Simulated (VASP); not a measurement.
# Br (Pm-3m) in VASP: a series of runs

Br is run at these levels: PBE; tasks: single point.

Everything below comes from runs of VASP 6.6.1. Logs are shortened: lines on timing, memory, paths and dates and some standing lists are left out, and cuts for length are marked.

## (1) The cell of the first run

It takes space group Pm-3m (No. 221, cubic). Conventional cell: a = 3.098 Å, b = 3.098 Å, c = 3.098 Å, α = 90.00°, β = 90.00°, γ = 90.00°. Within 4.1 Å of Br (site symmetry m-3m) lie 6 Br at 3.10 Å.

## (2) Single point, PBE

File INCAR:

```
SYSTEM = Br
ALGO = Normal ; EDIFF = 1E-6
ENCUT = 520 ; GGA = PE
ISIF = 2 ; ISMEAR = -1
LASPH = .True. ; LCHARG = .True.
LELF = .True. ; LREAL = .False.
LVHAR = .True. ; LWAVE = .False.
NBANDS = 10 ; NELM = 60
PREC = Accurate ; SIGMA = 0.02
```

File KPOINTS:

```
k-points
0
Gamma
  13 13 13
  0 0 0
```

File POSCAR:

```
Br
1.0
    3.0983630177      0.0000000000      0.0000000000
    0.0000000000      3.0983630177      0.0000000000
    0.0000000000      0.0000000000      3.0983630177
Br
1
Direct
    0.0000000000      0.0000000000      0.0000000000
```

Potentials or basis: VASP PAW PBE potentials, release 64 (Br).

Started as:

```bash
> cat potpaw_PBE.64/Br/POTCAR > POTCAR
> mpirun -np 1 vasp_std > vasp.out
```

OUTCAR:

```text
SYSTEM = Br
   EDIFF = 1E-6
   ENCUT = 520
   GGA = PE
   ISIF = 2
   ISMEAR = -1
   LASPH = .True.
   LREAL = .False.
   NELM = 60
   PREC = Accurate

 ion  position               nearest neighbor table
   1  0.000  0.000  0.000-

  LATTYP: Found a simple cubic cell.
 ALAT       =     3.0983630177

  Lattice vectors:

 A1 = (   3.0983630177,   0.0000000000,   0.0000000000)
 A2 = (   0.0000000000,   3.0983630177,   0.0000000000)
 A3 = (   0.0000000000,   0.0000000000,   3.0983630177)

Analysis of symmetry for initial positions (statically):
=====================================================================
 Subroutine PRICEL returns:
 Original cell was already a primitive cell.

 Routine SETGRP: Setting up the symmetry group for a
 simple cubic supercell.

 Subroutine GETGRP returns: Found 48 space group operations
 (whereof 48 operations were pure point group operations)
 out of a pool of 48 trial point group operations.

The static configuration has the point symmetry O_h .

Analysis of symmetry for dynamics (positions and initial velocities):
=====================================================================
 Subroutine PRICEL returns:
 Original cell was already a primitive cell.

 Routine SETGRP: Setting up the symmetry group for a
 simple cubic supercell.

 Subroutine GETGRP returns: Found 48 space group operations
 (whereof 48 operations were pure point group operations)
 out of a pool of 48 trial point group operations.

The dynamic configuration has the point symmetry O_h .

 Subroutine INISYM returns: Found 48 space group operations
 (whereof 48 operations are pure point group operations),
 and found     1 'primitive' translations

----------------------------------------------------------------------------------------

                                     Primitive cell

  volume of cell :      29.7438

  direct lattice vectors                    reciprocal lattice vectors
     3.098363018  0.000000000  0.000000000     0.322751077  0.000000000  0.000000000
     0.000000000  3.098363018  0.000000000     0.000000000  0.322751077  0.000000000
     0.000000000  0.000000000  3.098363018     0.000000000  0.000000000  0.322751077

  length of vectors
     3.098363018  3.098363018  3.098363018     0.322751077  0.322751077  0.322751077

  position of ions in fractional coordinates (direct lattice)
     0.000000000  0.000000000  0.000000000

  ion indices of the primitive-cell ions
   primitive index   ion index
                 1           1

----------------------------------------------------------------------------------------

 KPOINTS: k-points

Automatic generation of k-mesh.
 Grid dimensions read from file:
 generate k-points for:   13   13   13

 Generating k-lattice:

  Cartesian coordinates                     Fractional coordinates (reciprocal lattice)
     0.024827006  0.000000000  0.000000000     0.076923077  0.000000000  0.000000000
     0.000000000  0.024827006  0.000000000     0.000000000  0.076923077  0.000000000
     0.000000000  0.000000000  0.024827006     0.000000000  0.000000000  0.076923077

  Length of vectors
     0.024827006  0.024827006  0.024827006

  Shift w.r.t. Gamma in fractional coordinates (k-lattice)
     0.000000000  0.000000000  0.000000000

 Subroutine IBZKPT returns following result:
 ===========================================

 Found     84 irreducible k-points:

 Following reciprocal coordinates:
            Coordinates               Weight
  0.000000  0.000000  0.000000      1.000000
  0.076923  0.000000  0.000000      6.000000
  0.153846  0.000000  0.000000      6.000000
  0.230769  0.000000  0.000000      6.000000
  0.307692  0.000000  0.000000      6.000000
  0.384615  0.000000  0.000000      6.000000
[... 16 lines left out ...]
  0.307692  0.307692  0.000000     12.000000
  0.384615  0.307692  0.000000     24.000000
 [... further k-points ...]
   k-points           NKPTS =     84   k-points in BZ     NKDIM =     84   number of bands    NBANDS=     10
   number of dos      NEDOS =    301   number of ions     NIONS =      1
   total plane-waves  NPLWV =  13824
   dimension x,y,z NGX =    24 NGY =   24 NGZ =   24
   dimension x,y,z NGXF=    48 NGYF=   48 NGZF=   48
   ions per type =               1
   NGX,Y,Z   is equivalent  to a cutoff of  12.88, 12.88, 12.88 a.u.
   NGXF,Y,Z  is equivalent  to a cutoff of  25.75, 25.75, 25.75 a.u.
 SYSTEM =  Br
   PREC   = accura    normal or accurate (medium, high low for compatibility)
   ISTART =      0    job   : 0-new  1-cont  2-samecut
   ICHARG =      2    charge: 1-file 2-atom 10-const
   ISPIN  =      1    spin polarized calculation?
   LNONCOLLINEAR =      F non collinear calculations
   LSORBIT =      F    spin-orbit coupling
   LASPH  =      T    aspherical Exc in radial PAW
   ENCUT  =  520.0 eV  38.22 Ry    6.18 a.u.   5.76  5.76  5.76*2*pi/ulx,y,z
   NELM   =     60;   NELMIN=  2; NELMDL= -5     # of ELM steps
   EDIFF  = 0.1E-05   stopping-criterion for ELM
   LREAL  =      F    real-space projection
   EDIFFG = 0.1E-04   stopping-criterion for IOM
   NSW    =      0    number of steps for IOM
   IBRION =     -1    ionic relax: 0-MD 1-quasi-New 2-CG
   NFREE  =      0    steps in history (QN), initial steepest desc. (CG)
   ISIF   =      2    stress and relaxation
   ISYM   =      2    0-nonsym 1-usesym 2-fastsym
   POTIM  = 0.5000    time-step for ionic-motion
   TEBEG  =    0.0;   TEEND  =   0.0 temperature during run
   PSTRESS=    0.0 pullay stress
   NELECT =       7.0000    total number of electrons
   NUPDOWN=      -1.0000    fix difference up-down
   EMIN   =  10.00;   EMAX   =-10.00  energy-range for DOS
   EFERMI =   0.00;   METHOD = LEGACY
   ISMEAR =    -1;   SIGMA  =   0.02  broadening in eV -4-tet -1-fermi 0-gaus
   EFERMI_NEDOS =   21; number of points for ismear=-14 and -15
   IALGO  =     38    algorithm
   IMIX   =      4    mixing-type and parameters
     AMIX     =   0.40;   BMIX     =  1.00
     AMIX_MAG =   1.60;   BMIX_MAG =  1.00
  volume/ion in A,a.u.               =      29.74       200.72
  Fermi-wavevector in a.u.,A,eV,Ry     =   1.010746  1.910032 13.899804  1.021607
  Thomas-Fermi vector in A             =   2.143753
   LORBIT       =      0    0 simple, 1 ext, 2 COOP (PROOUT), +10 PAW based schemes
   GGA     = PE    functional components
   LHFCALC =     F    Hartree Fock is set to
   AEXX    =    0.0000 exact exchange contribution
   IVDW    =     0    specifies the selected vdW correction
   LEPSILON=     F    determine dielectric tensor
   LRPA    =     F    only Hartree local field effects (RPA)
 non-spin polarized calculation
  energy-cutoff  :      520.00
  volume of cell :       29.74
 maximum number of plane-waves:       813
 NGX is ok and might be reduce to    24
   NGX = 11   NGY = 11   NGZ = 11

 number of electron       7.0000002 magnetization

 Free energy of the ion-electron system (eV)
  ---------------------------------------------------
  ext. energy  EPLUGINS =         0.00000000
  ---------------------------------------------------
  free energy    TOTEN  =        -1.20709396 eV

  energy without entropy =       -1.20516874  energy(sigma->0) =       -1.20613135

 E-fermi :   1.0869     XC(G=0):  -8.5678

 val. band max:        1.0787915157   @ k =   0.2308   0.2308   0.0769
 cond. band min:       1.0989064321   @ k =   0.1538   0.0769   0.0000
 fundamental gap:      0.0201149164
 Fermi energy:         1.0869240396

 k-point     1 :       0.0000    0.0000    0.0000
  band No.  band energies     occupation
      1     -14.5298      2.00000
      2       0.9416      1.99860
      3       0.9416      1.99860
      4       0.9416      1.99860
      5       7.5313      0.00000
      6      10.0004      0.00000
      7      10.0004      0.00000
      8      20.7393      0.00000
      9      20.7393      0.00000
     10      20.7393      0.00000

 k-point     2 :       0.0769    0.0000    0.0000
  band No.  band energies     occupation
      1     -14.4864      2.00000
      2       0.5158      2.00000
      3       0.9743      1.99285
      4       0.9743      1.99285
      5       7.7842      0.00000
      6      10.0656      0.00000
      7      10.4042      0.00000
      8      19.6773      0.00000
      9      19.6773      0.00000
     10      20.7839      0.00000

 k-point     3 :       0.1538    0.0000    0.0000
  band No.  band energies     occupation
      1     -14.3624      2.00000
      2      -0.4693      2.00000
      3       1.0668      1.46491
      4       1.0668      1.46491
      5       8.2797      0.00000
      6      10.2559      0.00000
      7      11.5385      0.00000
      8      18.2091      0.00000
      9      18.2091      0.00000
     10      20.1613      0.00000

 k-point     4 :       0.2308    0.0000    0.0000
  band No.  band energies     occupation
      1     -14.1770      2.00000
      2      -1.5903      2.00000
      3       1.2023      0.00622
      4       1.2023      0.00622
      5       8.8223      0.00000
      6      10.5531      0.00000
      7      12.9429      0.00000
      8      16.8826      0.00000
      9      16.8826      0.00000
     10      19.2184      0.00000
[... 222 lines left out ...]
 k-point    22 :       0.4615    0.2308    0.0000
  band No.  band energies     occupation
      1     -13.3217      2.00000
      2      -3.3540      2.00000
      3      -0.6928      2.00000
      4       1.7977      0.00000
      5       9.1173      0.00000
      6      11.7043      0.00000
      7      14.8926      0.00000
      8      15.1966      0.00000
      9      15.7384      0.00000
     10      18.3224      0.00000

 k-point    23 :       0.3077    0.3077    0.0000
  band No.  band energies     occupation
      1     -13.4161      2.00000
      2      -2.0704      2.00000
      3      -1.8870      2.00000
      4       1.7390      0.00000
      5       9.0667      0.00000
      6      11.4288      0.00000
      7      16.0565      0.00000
      8      16.0805      0.00000
      9      16.3556      0.00000
     10      17.0945      0.00000

 k-point    24 :       0.3846    0.3077    0.0000
  band No.  band energies     occupation
      1     -13.2315      2.00000
      2      -2.7144      2.00000
      3      -1.7618      2.00000
      4       1.8613      0.00000
      5       8.3433      0.00000
      6      11.8261      0.00000
      7      15.9026      0.00000
      8      16.3046      0.00000
      9      16.4531      0.00000
     10      17.1122      0.00000

 [... further k-points ...]

------------------------ aborting loop because EDIFF is reached ----------------------------------------

  FORCE on cell =-STRESS in cart. coord.  units (eV):
  Direction    XX          YY          ZZ          XY          YZ          ZX
  --------------------------------------------------------------------------------------
  -------------------------------------------------------------------------------------
  Total        0.0025719      0.0025719      0.0025719      0.0000000     -0.0000000      0.0000000
  in kB        0.1385397      0.1385397      0.1385397      0.0000000     -0.0000000      0.0000000
  external PRESSURE =       0.1385397 kB  Pullay stress =       0.0000000 kB

 VOLUME and BASIS-vectors are now :
 -----------------------------------------------------------------------------
  energy-cutoff  :      520.00
  volume of cell :       29.74
      direct lattice vectors                 reciprocal lattice vectors
     3.098363018  0.000000000  0.000000000     0.322751077  0.000000000  0.000000000
     0.000000000  3.098363018  0.000000000     0.000000000  0.322751077  0.000000000
     0.000000000  0.000000000  3.098363018     0.000000000  0.000000000  0.322751077

 POSITION                                       TOTAL-FORCE (eV/Angst)
 -----------------------------------------------------------------------------------
      0.00000      0.00000      0.00000         0.000000      0.000000      0.000000
 -----------------------------------------------------------------------------------
    total drift:                               -0.000000      0.000000      0.000000

  FREE ENERGIE OF THE ION-ELECTRON SYSTEM (eV)
  ---------------------------------------------------
  free  energy   TOTEN  =        -1.2070939566 eV

  energy  without entropy=       -1.2051687414  energy(sigma->0) =       -1.20613135
```

Wall time 11 s (1 thread of Intel Xeon Platinum 8259CL at 2.50GHz (Skylake/Cascade Lake), shared host); peak memory 0.14 GiB.

Results:

| Quantity | Value |
| --- | --- |
| Free energy | -1.2071 eV |
| Pressure | 0.0 GPa |
| Band gap on the k mesh | zero (an odd number of electrons rules out a gap without spin polarisation) |

Caveat: an odd number of electrons without spin polarisation forces a metal; a magnetic or distorted state may lie lower.

## (3) Single point, PBE

This run uses another cell than the first one, of 29.45 Å³/atom.

File INCAR:

```
PREC     = Accurate       # precision mode
ENCUT    = 520            # plane-wave cutoff, eV
EDIFF    = 1E-7           # SCF threshold, eV
ISMEAR   = -1             # smearing method
SIGMA    = 0.02           # smearing width, eV
LREAL    = False          # projectors in reciprocal space
LASPH    = True           # aspherical terms in the spheres
NELM     = 60             # most SCF steps
ALGO     = Normal         # electronic algorithm
ISIF     = 2              # what is computed and relaxed
LWAVE    = False          # write WAVECAR
LCHARG   = True           # write CHGCAR
GGA      = PE             # functional
LELF     = True           # ELF
LVHAR    = True         
NBANDS   = 10             # bands
```

File KPOINTS:

```
regular mesh
0
Gamma
  13 13 13
```

File POSCAR:

```
Br
1.0
    3.0880005222      0.0000000000      0.0000000000
    0.0000000000      3.0880005222      0.0000000000
    0.0000000000      0.0000000000      3.0880005222
Br
1
Direct
    0.0000000000      0.0000000000      0.0000000000
```

Potentials or basis: VASP PAW PBE potentials, release 64 (Br).

Started as:

```bash
> cat potpaw_PBE.64/Br/POTCAR > POTCAR
> mpirun -np 1 vasp_std > vasp.out
```

Wall time 12 s (1 thread of Intel Xeon Platinum 8259CL at 2.50GHz (Skylake/Cascade Lake), shared host); peak memory 0.15 GiB.

Results (log left out):

* Free energy: -1.2068 eV
* Pressure: 0.3 GPa
* Band gap on the k mesh: zero (an odd number of electrons rules out a gap without spin polarisation)

Levels at points of the mesh, in eV from the Fermi level:
| k point | band 1 | band 2 | band 3 | band 4 | band 5 | band 6 | band 7 | band 8 | band 9 |
| --- | --- | --- | --- | --- | --- | --- | --- | --- | --- |
| (0.00, 0.00, 0.00) | -15.68 | -0.15 | -0.15 | -0.15 | 6.46 | 8.89 | 8.89 | 19.72 | 19.72 |

Caveat: an odd number of electrons without spin polarisation forces a metal; a magnetic or distorted state may lie lower.

## (4) Single point, PBE

This run uses another cell than the first one, of 30.04 Å³/atom.

File INCAR:

```
SYSTEM = Br
PREC = Accurate ; ENCUT = 520
EDIFF = 1E-7 ; ISMEAR = -1
SIGMA = 0.02 ; LREAL = .FALSE.
LASPH = .TRUE. ; NELM = 60
ALGO = Normal ; ISIF = 2
LWAVE = .FALSE. ; LCHARG = .FALSE.
GGA = PE ; NBANDS = 10
```

File KPOINTS:

```
Automatic mesh
0
G
  13 13 13
  0 0 0
```

File POSCAR:

```
Br
1.0
    3.1086566582      0.0000000000      0.0000000000
    0.0000000000      3.1086566582      0.0000000000
    0.0000000000      0.0000000000      3.1086566582
Br
1
Direct
    0.0000000000      0.0000000000      0.0000000000
```

Started as:

```bash
> cat potpaw_PBE.64/Br/POTCAR > POTCAR
> mpirun -np 1 vasp_std > vasp.out
```

Wall time 11 s (1 thread of Intel Xeon Platinum 8259CL at 2.50GHz (Skylake/Cascade Lake), shared host); peak memory 0.15 GiB.

Results (log left out):

```yaml
Free_energy: -1.2069 eV
Pressure: -0.3 GPa
Band_gap_on_the_k_mesh: zero (an odd number of electrons rules out a gap without spin polarisation)
```

Levels at points of the mesh, in eV from the Fermi level:
```tsv
k point	band 2	band 3	band 4	band 5	band 6	band 7
(0.00, 0.00, 0.00)	-0.14	-0.14	-0.14	6.43	8.94	8.94
```

Caveat: an odd number of electrons without spin polarisation forces a metal; a magnetic or distorted state may lie lower.

## (5) Summary

```csv
cell,gap on the mesh (eV),pressure (GPa)
"a = 3.098 Å, 1 atom",none,0.0
"a = 3.088 Å, 1 atom",none,0.3
"a = 3.109 Å, 1 atom",none,-0.3
```

Alike in all rows: task single point; level PBE; potentials or basis VASP PAW PBE potentials, release 64 (Br); no spin polarisation; k mesh 13 × 13 × 13; cutoff (eV) 520; smearing fermi-dirac 0.02 eV.

Caveats: an odd number of electrons without spin polarisation forces a metal; a magnetic or distorted state may lie lower.

Total energies depend on the potentials used, so only differences within one code and one set of settings carry meaning.

The gap in the log of VASP goes by the Fermi energy; the results here count the filled bands.